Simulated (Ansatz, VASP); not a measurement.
# ZrH in VASP and in Ansatz

POSCAR

```
ZrH
1.0
    3.2355806758      0.0000000000      0.0000000000
    0.0000000000      3.2355806758      0.0000000000
    0.0000000000      0.0000000000      5.0014745703
Zr H
2 2
Direct
    0.0000000000      0.5000000000      0.5000000000
    0.5000000000      0.0000000000      0.0000000000
    0.5000000000      0.5000000000      0.2500000000
    0.5000000000      0.5000000000      0.7500000000
```

Contents of INCAR.step1:

```
PREC = Accurate
ENCUT = 520
ISMEAR = -1
SIGMA = 0.08
LREAL = F
LASPH = T
NELM = 80
NBANDS = 21
GGA = PE
ALGO = Normal
EDIFF = 1E-4
LWAVE = T
LCHARG = F
```

Contents of INCAR.step2:

```
PREC = Accurate
ENCUT = 520
EDIFF = 1E-8
ISMEAR = -1
SIGMA = 0.08
LREAL = F
LASPH = T
NELM = 80
ALGO = Normal
ISIF = 2
LWAVE = F
LCHARG = F
METAGGA = R2SCAN
LMIXTAU = T
LEFG = T
NBANDS = 21
ISTART = 1
```

The input KPOINTS:

```
Automatic mesh
0
Gamma
  10 10 7
```

Input for Ansatz:

```yaml
crystal:
  lattice:
    - [3.2355806758, 0.0, 0.0]
    - [0.0, 3.2355806758, 0.0]
    - [0.0, 0.0, 5.0014745703]
  atoms:
    - { symbol: Zr, position: [0.0, 0.5, 0.5] }
    - { symbol: Zr, position: [0.5, 0.0, 0.0] }
    - { symbol: H, position: [0.5, 0.5, 0.25] }
    - { symbol: H, position: [0.5, 0.5, 0.75] }
kpoints:
  mp_grid: { grid: [10, 10, 7] }
  band_path:
    path:
      - [0.0, 0.0, 0.0]
      - [0.0, 0.5, 0.0]
      - [0.5, 0.5, 0.0]
      - [0.0, 0.0, 0.0]
      - [0.0, 0.0, 0.5]
      - [0.0, 0.5, 0.5]
      - [0.5, 0.5, 0.5]
      - [0.0, 0.0, 0.5]
      - [0.0, 0.5, 0.0]
    npoints: 8
scf:
  occupations: { method: fermi_dirac, width: 0.08 }
hamiltonian:
  xc: r2scan
  pseudopotentials: { kind: paw }
output:
  forces: true
  stress: true
  eigenvalues: true
  efg: { contact_densities: true }
  populations: true
  bader: true
  dos: { projected: true, de: 0.2, e_range: [-14, 8] }
```

Alike in both runs: task electric field gradients; functional r2SCAN; k mesh 10 × 10 × 7; occupations fermi-dirac, width 0.08 eV; no spin polarisation.

```csv
,VASP,Ansatz
version,VASP 6.6.1,Ansatz 0.2.0
potentials or method,"VASP PAW PBE potentials, release 64 (Zr_sv, H)","PAW with Ansatz's default frozen-core files, scalar-relativistic"
plane-wave cutoff (eV),520,500
valence electrons in the cell,26,26
```

```csv
,VASP,Ansatz,Ansatz less VASP
pressure (GPa),0.2,0.2,+0.04
"traceless stress, the component that is largest in VASP (GPa)",-0.68,-0.65,+0.022
size of Vzz on the site where it differs most (V/Å²),69.2,67.3,-1.89
```

VASP's potentials were made for PBE, not for r2SCAN.
